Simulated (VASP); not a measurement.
Runs of VASP 6.6.1 on BaO. The structure is that of space group Fm-3m (No. 225), or close to it. The cells are those of the table. 

```tsv
task	level	spin	cell	k mesh	cutoff (eV)	grid for exact exchange (PRECFOCK)	share of exact exchange	screening parameter	exchange at q = 0	gap on the mesh (eV)	pressure (GPa)	moment (μB)
electrostatic potential	r2SCAN	off	a = 3.969 Å, angles 60.0°, 2 atoms	8 × 8 × 8	520	-	-	-	-	2.44	-1.2	-
electrostatic potential	PBE0	off	a = 3.969 Å, angles 60.0°, 2 atoms	6 × 6 × 6	520	Fast	0.25	-	-	4.11	-1.7	-
electrostatic potential	HSE06	off	a = 3.969 Å, angles 60.0°, 2 atoms	6 × 6 × 6	520	Fast	0.25	0.2 1/Å	-	3.40	(a)	-
band structure	PBE	non-collinear, zero start, SOC	a = 3.969 Å, angles 60.0°, 2 atoms	8 × 8 × 8	520	-	-	-	-	-	-	0.00
band structure	PBE	off	a = 3.969 Å, angles 60.0°, 2 atoms	8 × 8 × 8	520	-	-	-	-	2.10	-	-
relaxation of cell and atoms	PBE	off	relaxed from a = 3.903 Å, angles 60.0°, 2 atoms	8 × 8 × 8	600	-	-	-	-	2.10	0.0	-
electrostatic potential	PBE	non-collinear, zero start, SOC	a = 3.969 Å, angles 60.0°, 2 atoms	8 × 8 × 8	520	-	-	-	-	-	0.0	0.00
band structure	PBE0	off	a = 3.969 Å, angles 60.0°, 2 atoms	6 × 6 × 6	520	Fast	0.25	-	truncated	4.11	-1.7	-
```

Alike in all rows: potentials or basis VASP PAW PBE potentials, release 64 (Ba_sv, O); smearing gaussian 0.02 eV.

Task: Fill in the values left out.

Result: (a) -1.6.

Caveats: spin-orbit coupling is left out, which moves the levels of the heavy elements (at least some runs); the PAW data sets were made with another functional, which shifts forces and pressure a little (at least some runs).

A k mesh can miss the band edges, and rows without SOC leave out spin-orbit coupling on Ba.
